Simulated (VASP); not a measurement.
Wanted: the native input for a VASP 6.6.1 run.

```yaml
Task: single point
Functional: PBE
Dispersion: D3(BJ)
Potentials_or_basis: VASP PAW PBE potentials, release 64 (S, W_sv)
Cutoff: 520 eV
k_mesh: 9 × 9 × 1
Occupations: gaussian, width 0.05 eV
Spin: no spin polarisation
Dipole_correction: yes
Further_INCAR_settings: ALGO = Normal; EDIFF = 1e-06; NBANDS = 35
```

The structure of WS2 lies in POSCAR:

```
WS2
1.0
    3.1595457497      0.0000000000      0.0000000000
   -1.5797728749      2.7362468836      0.0000000000
    0.0000000000      0.0000000000     23.8042575719
S W
4 2
Direct
    0.3333333333      0.6666666667      0.1890418126
    0.3333333333      0.6666666667      0.3214605103
    0.8333333333      0.6666666667      0.4563103366
    0.8333333333      0.6666666667      0.5887290343
    0.6666666667      0.3333333333      0.2552511581
    1.1666666667      0.3333333333      0.5225196821
```

The input as run:

INCAR

```
ALGO = Normal ; DIPOL = 0.5 0.5 0.389
EDIFF = 1E-6 ; ENCUT = 520
GGA = PE ; IDIPOL = 3
ISIF = 2 ; ISMEAR = 0
IVDW = 12 ; LASPH = T
LCHARG = F ; LDIPOL = T
LREAL = F ; LWAVE = F
NBANDS = 35 ; NELM = 80
PREC = Accurate ; SIGMA = 0.05
```

KPOINTS

```
k-points
0
Gamma
  9 9 1
```

Potentials or basis: VASP PAW PBE potentials, release 64 (S, W_sv).

Run with:

```bash
$ cat potpaw_PBE.64/S/POTCAR potpaw_PBE.64/W_sv/POTCAR > POTCAR
$ mpirun -np 1 vasp_std > vasp.out
```

Results of the run:

```yaml
Largest_force: 0.050 eV/Å
Band_gap_on_the_k_mesh: 1.64 eV, indirect (least direct gap 1.91 eV)
Dispersion_energy_per_atom: -0.360 eV
```

Caveat: spin-orbit coupling is left out, which moves the levels of the heavy elements.

Run time: 4 min on 1 thread of Intel Xeon 6975P-C, on a shared host, peak memory 0.4 GiB.
